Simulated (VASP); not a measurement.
The system is Zn.

```
Zn
1.0
    -1.56904    1.56904    1.56904
     1.56904   -1.56904    1.56904
     1.56904    1.56904   -1.56904
Zn
1
Direct
  0.00000 0.00000 0.00000
```

```yaml
Program: VASP 6.6.1
Task: relaxation of cell and atoms
Functional: BLYP
Dispersion: D3(BJ)
Potentials_or_basis: VASP PAW PBE potentials, release 64 (Zn)
Cutoff: 600 eV
k_mesh: 12 × 12 × 12
Occupations: fermi-dirac, width 0.15 eV
Spin: no spin polarisation
```

At the start: pressure -3.2 GPa; volume 15.45 Å³/atom.

Problem. How do energy, volume and symmetry change on relaxing?

Solution. Over 4 steps the energy falls by 8.8 meV/atom and the volume is 14.62 Å³/atom (-5.4 %); space group Im-3m (No. 229, to 0.05 Å).

The path:
| step | energy change (eV) | largest force (eV/Å) | pressure (GPa) | volume (Å³) |
| --- | --- | --- | --- | --- |
| 1 | 0.0000 | 0.0000 | -3.20 | 15.45 |
| 2 | -0.0085 | 0.0000 | -0.78 | 14.77 |
| 3 | -0.0087 | 0.0000 | 0.23 | 14.57 |
| 4 | -0.0088 | 0.0000 | 0.01 | 14.62 |

Final structure:
```cif
data_structure
_symmetry_space_group_name_H-M 'P 1'
_symmetry_Int_Tables_number 1
_cell_length_a 2.6678
_cell_length_b 2.6678
_cell_length_c 2.6678
_cell_angle_alpha 109.471
_cell_angle_beta 109.471
_cell_angle_gamma 109.471
_cell_volume 14.62
loop_
_atom_site_label
_atom_site_type_symbol
_atom_site_fract_x
_atom_site_fract_y
_atom_site_fract_z
_atom_site_occupancy
Zn1 Zn 0.00000 0.00000 0.00000 1
```

Caveat: the PAW data sets were made with another functional, which shifts forces and pressure a little; pairwise dispersion overbinds metals, which lowers pressure and volume.
